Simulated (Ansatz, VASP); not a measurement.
**Two plane-wave programs on La**

Contents of INCAR:

```
PREC     = Accurate       # precision mode
ENCUT    = 520            # plane-wave cutoff, eV
EDIFF    = 1E-6           # SCF threshold, eV
ISMEAR   = -1             # smearing method
SIGMA    = 0.05           # smearing width, eV
LREAL    = False          # projectors in reciprocal space
LASPH    = True           # aspherical terms in the spheres
NELM     = 60             # most SCF steps
ALGO     = Fast           # electronic algorithm
ISIF     = 2              # what is computed and relaxed
LWAVE    = False          # write WAVECAR
LCHARG   = False          # write CHGCAR
GGA      = CA             # functional
NBANDS   = 18             # bands
```

KPOINTS

```
Automatic mesh
0
Gamma
  8 8 5
```

POSCAR

```
La
1.0
    3.7500000000      0.0000000000      0.0000000000
   -1.8750000000      3.2475952642      0.0000000000
    0.0000000000      0.0000000000      6.0700000000
La
2
Direct
    0.6666666667      0.3333333333      0.7500000000
    0.3333333333      0.6666666667      0.2500000000
```

Contents of input.yaml:

```yaml
crystal:
  lattice:
    - [3.75, 0.0, 0.0]
    - [-1.875, 3.2475952642, 0.0]
    - [0.0, 0.0, 6.07]
  atoms:
    - { symbol: La, position: [0.6666666667, 0.3333333333, 0.75] }
    - { symbol: La, position: [0.3333333333, 0.6666666667, 0.25] }
hamiltonian:
  xc: lda
  pseudopotentials: { kind: paw }
kpoints:
  mp_grid: { grid: [8, 8, 5] }
scf:
  occupations: { method: fermi_dirac, width: 0.05 }
output:
  forces: true
  stress: true
  eigenvalues: true
  write_density: true
  write_potential: true
  elf: true
  volumetric_format: npy
```

Alike in both runs: task single point; functional LDA; k mesh 8 × 8 × 5; occupations fermi-dirac, width 0.05 eV; no spin polarisation.

```csv
,VASP,Ansatz
version,VASP 6.6.1,Ansatz 0.2.0
potentials or method,"VASP PAW LDA potentials, release 64 (La)",Ansatz PAW
plane-wave cutoff (eV),520,420
valence electrons in the cell,22,22
```

Ansatz gave:

- gap on the k mesh at the Fermi level (eV): none
- pressure (GPa): -2.8
- traceless stress, the component that is largest in VASP (GPa): -0.17

Q: Estimate VASP's values.

A: gap on the k mesh at the Fermi level (eV): none; pressure (GPa): -2.9; traceless stress, the component that is largest in VASP (GPa): -0.17.

LDA's correlation is that of Perdew and Zunger in VASP and of Perdew and Wang (1992) in Ansatz. A gap of «none» marks a metal or a gap that the smearing closes.

Spin-orbit coupling is off throughout.
